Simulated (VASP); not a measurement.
PbS (CsCl type):

```
CELL_PARAMETERS angstrom
3.32095 0.00000 0.00000
0.00000 3.32095 0.00000
0.00000 0.00000 3.32095
ATOMIC_POSITIONS crystal
Pb 0.00000 0.00000 0.00000
S 0.50000 0.50000 0.50000
```

```yaml
Program: VASP 6.6.1
Task: relaxation of cell and atoms
Functional: PBE
Potentials_or_basis: VASP PAW PBE potentials, release 64 (Pb_d, S)
Cutoff: 600 eV
k_mesh: 11 × 11 × 11
Occupations: fermi-dirac, width 0.08 eV
Spin: no spin polarisation
```

At the start: pressure 29.0 GPa; volume 18.31 Å³/atom.

Question: Where does the relaxation end?

Answer: Over 5 steps the energy falls by 420.0 meV/atom and the volume is 24.34 Å³/atom (+32.9 %); space group Pm-3m (No. 221, to 0.05 Å).

The path:
```
step  energy change (eV)  largest force (eV/Å)  pressure (GPa)  volume (Å³)
   1              0.0000                0.0000           28.96        36.63
   2             -0.6475                0.0000           -6.33        57.12
   3             -0.8399                0.0000            0.27        48.46
   4             -0.8400                0.0000           -0.07        48.75
   5             -0.8401                0.0000            0.00        48.68
```

Final structure:
```xyz
2
Lattice="3.6512 0.0000 0.0000 0.0000 3.6512 0.0000 0.0000 0.0000 3.6512" Properties=species:S:1:pos:R:3 pbc="T T T"
Pb    3.6512    0.0000    3.6512
S     1.8256    1.8256    1.8256
```

Caveat: the volume moved by over 15 % at a fixed basis, so the end points are rough.
